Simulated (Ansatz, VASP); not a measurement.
## FeSi in VASP and in Ansatz

Contents of INCAR:

```
PREC = Accurate
ENCUT = 520
EDIFF = 1E-7
ISMEAR = 0
SIGMA = 0.01
LREAL = False
LASPH = True
NELM = 100
ALGO = Normal
ISIF = 2
LWAVE = False
LCHARG = False
GGA = PE
IBRION = 2
NSW = 50
EDIFFG = -0.01
```

The input KPOINTS:

```
regular mesh
0
Gamma
  8 8 8
```

File POSCAR:

```
FeSi
1.0
    4.4028251595      0.0000000000      0.0000000000
    0.0000000000      4.4028251595      0.0000000000
    0.0000000000      0.0000000000      4.4028251595
Fe Si
4 4
Direct
    0.1360501212      0.1360501212      0.1360501212
    0.3639498788      0.8639498788      0.6360501212
    0.6360501212      0.3639498788      0.8639498788
    0.8639498788      0.6360501212      0.3639498788
    0.8407512131      0.8407512131      0.8407512131
    0.6592487869      0.1592487869      0.3407512131
    0.3407512131      0.6592487869      0.1592487869
    0.1592487869      0.3407512131      0.6592487869
```

Input for Ansatz:

```yaml
crystal:
  lattice:
    - [4.4028251595, 0.0, 0.0]
    - [0.0, 4.4028251595, 0.0]
    - [0.0, 0.0, 4.4028251595]
  atoms:
    - { symbol: Fe, position: [0.1360501212, 0.1360501212, 0.1360501212] }
    - { symbol: Fe, position: [0.3639498788, 0.8639498788, 0.6360501212] }
    - { symbol: Fe, position: [0.6360501212, 0.3639498788, 0.8639498788] }
    - { symbol: Fe, position: [0.8639498788, 0.6360501212, 0.3639498788] }
    - { symbol: Si, position: [0.8407512131, 0.8407512131, 0.8407512131] }
    - { symbol: Si, position: [0.6592487869, 0.1592487869, 0.3407512131] }
    - { symbol: Si, position: [0.3407512131, 0.6592487869, 0.1592487869] }
    - { symbol: Si, position: [0.1592487869, 0.3407512131, 0.6592487869] }
basis: {}
kpoints:
  mp_grid: { grid: [8, 8, 8] }
hamiltonian:
  xc: pbe
  pseudopotentials: { kind: all_electron, lapw: {} }
scf:
  occupations: { method: gaussian, width: 0.01 }
output:
  forces: true
  stress: true
  eigenvalues: true
relax:
  adjacent_minimum: "off"
  f_tol: 0.01
  max_steps: 30
```

Alike in both runs: task relaxation of the atoms; functional PBE; k mesh 8 × 8 × 8; occupations gaussian, width 0.01 eV; no spin polarisation.

|  | VASP | Ansatz |
| --- | --- | --- |
| version | VASP 6.6.1 | Ansatz 0.2.0 |
| potentials or method | VASP PAW PBE potentials, release 64 (Fe, Si), cutoff 520 eV | scalar-relativistic, all-electron LAPW |

```csv
,VASP,Ansatz,Ansatz less VASP
"gap on the k mesh at the Fermi level, each at its own relaxed structure (eV)",0.16,0.17,+0.010
```

Ansatz ran all-electron here, and VASP with PAW potentials.
